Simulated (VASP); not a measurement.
Write the native input for VASP 6.6.1 that does the following.

```
Task                   : single point
Functional             : PBEsol
Potentials or basis    : VASP PAW PBE potentials, release 64 (Ir)
Cutoff                 : 520 eV
k mesh                 : 16 × 16 × 16
Occupations            : gaussian, width 0.1 eV
Spin                   : no spin polarisation
Dipole correction      : no
Further INCAR settings : ALGO = Fast; EDIFF = 1e-07; NBANDS = 10
```

The structure of Ir lies in POSCAR:

```
Ir
1.0
   -0.0150504480      1.8417793770      2.0145523770
    2.0736023490     -0.0741004200      2.0736023490
    2.0145523770      1.8417793770     -0.0150504480
Ir
1
Direct
    0.0000000000      0.0000000000      0.0000000000
```

This cell differs from its parent crystal: strained.

One way to write it, as run:

INCAR

```
SYSTEM = Ir
ALGO = Fast
EDIFF = 1E-7
ENCUT = 520
GGA = PS
ISIF = 2
ISMEAR = 0
LASPH = .TRUE.
LCHARG = .FALSE.
LREAL = .FALSE.
LWAVE = .FALSE.
NBANDS = 10
NELM = 80
PREC = Accurate
SIGMA = 0.1
```

KPOINTS

```
k-points
0
G
  16 16 16
  0 0 0
```

Potentials or basis: VASP PAW PBE potentials, release 64 (Ir).

Command:

```sh
$ cat potpaw_PBE.64/Ir/POTCAR > POTCAR
$ mpirun -np 1 vasp_std > vasp.out
```

It gave:

```json
{
 "Pressure": "-30.8 GPa"
}
```

Caveat: the cell differs from its parent crystal (strained); the PAW data sets were made with another functional, which shifts forces and pressure a little.

Wall time 3.2 min on 1 thread of Intel Xeon 6975P-C (shared host), peak memory 0.3 GiB.
